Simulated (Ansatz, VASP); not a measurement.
# Tl: VASP beside Ansatz

```xyz
1
Lattice="3.4879 0.0000 0.0000 1.7440 3.0206 0.0000 1.7440 1.0069 2.8479" Properties=species:S:1:pos:R:3 pbc="T T T"
Tl    0.0000    0.0000    0.0000
```

Alike in both runs: functional PBEsol; dispersion D3(BJ); k mesh 9 × 9 × 9; occupations fermi-dirac, width 0.1 eV; collinear spin.

|  | VASP | Ansatz |
| --- | --- | --- |
| version | VASP 6.6.1 | Ansatz 0.2.0 |
| potentials or method | VASP PAW PBE potentials, release 64 (Tl_d), cutoff 520 eV | all-electron LAPW, point nuclei |
| task | single point | projected density of states |

Ansatz gave:

* gap on the k mesh at the Fermi level (eV): none
* pressure (GPa): -3.7
* net moment per atom (μB): 0.00

Task: Estimate VASP's values.

Result: gap on the k mesh at the Fermi level (eV): none; pressure (GPa): -3.8; net moment per atom (μB): 0.00.

VASP's potentials were made for PBE, not for PBEsol. A gap of «none» marks a metal or a gap that the smearing closes. Ansatz ran all-electron here, and VASP with PAW potentials.

Spin-orbit coupling is off throughout.
